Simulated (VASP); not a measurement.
# BeTe (P6_3/mmc) in VASP: dielectric tensor with PBE

Aim: the dielectric tensor of BeTe with PBE.

Everything below comes from runs of VASP 6.6.1. Logs are shortened: lines on timing, memory, paths and dates and some standing lists are left out, and cuts for length are marked.

## (1) The cell of the first run

Symmetry: P6_3/mmc, No. 194, hexagonal system. Conventional cell: a = 4.031 Å, b = 4.031 Å, c = 8.144 Å, α = 90.00°, β = 90.00°, γ = 120.00°. Within 3.1 Å of Be (site symmetry -6m2) lie 3 Te at 2.33 Å. Te (site symmetry -6m2) has 3 Be at 2.33 Å within 3.1 Å.

## (2) Dielectric tensor, PBE

Input file INCAR:

```
  PREC = Accurate
  ENCUT = 520
  EDIFF = 1E-8
  ISMEAR = 0
  SIGMA = 0.01
  LREAL = False
  LASPH = True
  NELM = 80
  ALGO = Normal
  ISIF = 2
  LWAVE = False
  LCHARG = False
  GGA = PE
  LEPSILON = True
```

Input file KPOINTS:

```
regular mesh
0
Gamma
  6 6 4
```

Input file POSCAR:

```
BeTe
1.0
    4.0308527429      0.0000000000      0.0000000000
   -2.0154263714      3.4908208742      0.0000000000
    0.0000000000      0.0000000000      8.1440445297
Be Te
2 2
Direct
    0.3333333333      0.6666666667      0.2500000000
    0.6666666667      0.3333333333      0.7500000000
    0.6666666667      0.3333333333      0.2500000000
    0.3333333333      0.6666666667      0.7500000000
```

Potentials or basis: VASP PAW PBE potentials, release 64 (Be, Te).

Run with:

```console
$ cat potpaw_PBE.64/Be/POTCAR potpaw_PBE.64/Te/POTCAR > POTCAR
$ mpirun -np 1 vasp_std > vasp.out
```

OUTCAR:

```text
PREC = Accurate
   ENCUT = 520
   EDIFF = 1E-8
   ISMEAR = 0
   LREAL = False
   LASPH = True
   NELM = 80
   ISIF = 2
   GGA = PE
   LEPSILON = True

 ion  position               nearest neighbor table
   1  0.333  0.667  0.250-   3 2.33   3 2.33   3 2.33
   2  0.667  0.333  0.750-   4 2.33   4 2.33   4 2.33
   3  0.667  0.333  0.250-   1 2.33   1 2.33   1 2.33
   4  0.333  0.667  0.750-   2 2.33   2 2.33   2 2.33

  LATTYP: Found a hexagonal cell.
 ALAT       =     4.0308527429
 C/A-ratio  =     2.0204272022

  Lattice vectors:

 A1 = (   4.0308527429,   0.0000000000,   0.0000000000)
 A2 = (  -2.0154263714,   3.4908208742,   0.0000000000)
 A3 = (   0.0000000000,   0.0000000000,   8.1440445297)

Analysis of symmetry for initial positions (statically):
=====================================================================
 Subroutine PRICEL returns:
 Original cell was already a primitive cell.

 Routine SETGRP: Setting up the symmetry group for a
 hexagonal supercell.

 Subroutine GETGRP returns: Found 24 space group operations
 (whereof 12 operations were pure point group operations)
 out of a pool of 24 trial point group operations.

The static configuration has the point symmetry D_3d.
 The point group associated with its full space group is D_6h.

Analysis of symmetry for dynamics (positions and initial velocities):
=====================================================================
 Subroutine PRICEL returns:
 Original cell was already a primitive cell.

 Routine SETGRP: Setting up the symmetry group for a
 hexagonal supercell.

 Subroutine GETGRP returns: Found 24 space group operations
 (whereof 12 operations were pure point group operations)
 out of a pool of 24 trial point group operations.

The dynamic configuration has the point symmetry D_3d.
 The point group associated with its full space group is D_6h.

 Subroutine INISYM returns: Found 24 space group operations
 (whereof 12 operations are pure point group operations),
 and found     1 'primitive' translations

[... 477 lines left out ...]
 -----------------------------------------------------------------------------------
     -0.00000      2.32721      2.03601         0.000000     -0.000000      0.000000
      2.01543      1.16361      6.10803        -0.000000      0.000000      0.000000
      2.01543      1.16361      2.03601        -0.000000      0.000000      0.000000
     -0.00000      2.32721      6.10803         0.000000     -0.000000      0.000000
 -----------------------------------------------------------------------------------
    total drift:                                0.000000     -0.000000      0.000000

  FREE ENERGIE OF THE ION-ELECTRON SYSTEM (eV)
  ---------------------------------------------------
  free  energy   TOTEN  =       -14.2800927192 eV

  energy  without entropy=      -14.2800927192  energy(sigma->0) =      -14.28009272

 HEAD OF MICROSCOPIC STATIC DIELECTRIC TENSOR (INDEPENDENT PARTICLE, excluding Hartree and local field effects)
 ------------------------------------------------------
           7.287696     0.000000     0.000000
           0.000000     7.287696     0.000000
           0.000000     0.000000     5.095212
 ------------------------------------------------------

 Free energy of the ion-electron system (eV)
  ---------------------------------------------------
  ---------------------------------------------------
  free energy    TOTEN  =        -2.03548408 eV

  energy without entropy =       -2.03548408

------------------------ aborting loop because EDIFF is reached ----------------------------------------

--------------------------------------- Ionic step        2  -------------------------------------------

------------------------ aborting loop because EDIFF is reached ----------------------------------------

--------------------------------------- Ionic step        3  -------------------------------------------

 Free energy of the ion-electron system (eV)
  ---------------------------------------------------
  ---------------------------------------------------
  free energy    TOTEN  =        -1.28265713 eV

  energy without entropy =       -1.28265713

------------------------ aborting loop because EDIFF is reached ----------------------------------------

 PIEZOELECTRIC TENSOR FIELD DIRECTION 3  (e Angst)
 -----------------------------------------------------------------------------
    -0.00517 -0.00000  0.00000           (  0.00000  0.00000  0.00000)
    -0.00000 -0.00517  0.00000           (  0.00000  0.00000  0.00000)
    -0.00000 -0.00000  0.01167           (  0.00000  0.00000  0.00002)

 PIEZOELECTRIC TENSOR FIELD DIRECTION 3  (C/m^2)
 -----------------------------------------------------------------------------
    -0.00072 -0.00000  0.00000
    -0.00000 -0.00072  0.00000
    -0.00000 -0.00000  0.00163

 MACROSCOPIC STATIC DIELECTRIC TENSOR (including local field effects in DFT)
 ------------------------------------------------------
           6.779573     0.000000     0.000000
           0.000000     6.779573     0.000000
           0.000000    -0.000000     4.607336
 ------------------------------------------------------

 PIEZOELECTRIC TENSOR (including local field effects)  for field in x, y, z        (e  Angst)
          XX          YY          ZZ          XY          YZ          ZX
  --------------------------------------------------------------------------------
  x     0.00000     0.00000     0.00000     0.00000     0.00000     0.00000
  y     0.00000     0.00000     0.00000     0.00000     0.00000     0.00000
  z     0.00000     0.00000     0.00000     0.00000     0.00000     0.00000

 PIEZOELECTRIC TENSOR (including local field effects)  for field in x, y, z        (C/m^2)
          XX          YY          ZZ          XY          YZ          ZX
  --------------------------------------------------------------------------------
  x     0.00000     0.00000     0.00000     0.00000     0.00000     0.00000
  y     0.00000     0.00000     0.00000     0.00000     0.00000     0.00000
  z     0.00000     0.00000     0.00000     0.00000     0.00000     0.00000

 BORN EFFECTIVE CHARGES (including local field effects) (in |e|, cummulative output)
 ---------------------------------------------------------------------------------
 ion    1
    1     1.95510     0.00000     0.00000
    2     0.00000     1.95510     0.00000
    3    -0.00000     0.00000     0.76868
 ion    2
    1     1.95510     0.00000     0.00000
    2     0.00000     1.95510     0.00000
    3     0.00000     0.00000     0.76868
 ion    3
    1    -1.95510    -0.00000     0.00000
    2    -0.00000    -1.95510     0.00000
    3     0.00000     0.00000    -0.76868
 ion    4
    1    -1.95510    -0.00000     0.00000
    2    -0.00000    -1.95510     0.00000
    3     0.00000     0.00000    -0.76868
```

stdout:

```text
POSCAR found type information on POSCAR BeTe
 POSCAR found :  2 types and       4 ions
 scaLAPACK will be used
 LDA part: xc-table for (Slater+PW92), standard interpolation
 POSCAR, INCAR and KPOINTS ok, starting setup
 FFT: planning ... GRIDC
 FFT: planning ... GRID_SOFT
 FFT: planning ... GRID
 WAVECAR not read
 entering main loop
 Linear response reoptimize wavefunctions to high precision
 Linear response G [H, r] |phi>, progress :
  Direction:   1
 Linear response G [H, r] |phi>, progress :
  Direction:   2
 Linear response G [H, r] |phi>, progress :
  Direction:   3
 Linear response to external field (no local field effect), progress :
  Direction:   1
 dielectric tensor                  component  1 :     6.673    -0.631    -0.529
 Linear response to external field (no local field effect), progress :
  Direction:   2
 dielectric tensor                  component  2 :    -0.631     7.902    -0.577
 Linear response to external field (no local field effect), progress :
  Direction:   3
 dielectric tensor                  component  3 :    -0.529    -0.577     5.095
 Linear response to external field, progress :
  Direction:   1
 dielectric tensor                  component  1 :     6.780    -0.858     0.057
 Linear response to external field, progress :
  Direction:   2
 dielectric tensor                  component  2 :    -0.858     6.780    -0.480
 Linear response to external field, progress :
  Direction:   3
 dielectric tensor                  component  3 :    -0.527    -0.574     4.607
 Born effective charges drift removed
```

Run time: 4.5 min. Hardware: 1 thread of Intel Xeon Platinum 8488C (Sapphire Rapids), shared host; peak memory 0.35 GiB.

Results:

```yaml
Band_gap_on_the_k_mesh: 2.62 eV, indirect (least direct gap 2.77 eV)
Electronic_dielectric_tensor_diagonal: 6.78, 6.78, 4.61
Born_charges_mean_of_the_diagonal: Be +1.56; Te -1.56 e
```

Electronic dielectric tensor:
```
6.78 0.00 0.00
0.00 6.78 0.00
0.00 0.00 4.61
```

Born effective charge tensors (e):
atom 1, Be
```
1.96 0.00 0.00
0.00 1.96 0.00
0.00 0.00 0.77
```
atom 2, Be
```
1.96 0.00 0.00
0.00 1.96 0.00
0.00 0.00 0.77
```
atom 3, Te
```
-1.96  0.00  0.00
 0.00 -1.96  0.00
 0.00  0.00 -0.77
```
atom 4, Te
```
-1.96  0.00  0.00
 0.00 -1.96  0.00
 0.00  0.00 -0.77
```

Caveat: spin-orbit coupling is left out, which moves the levels of the heavy elements.
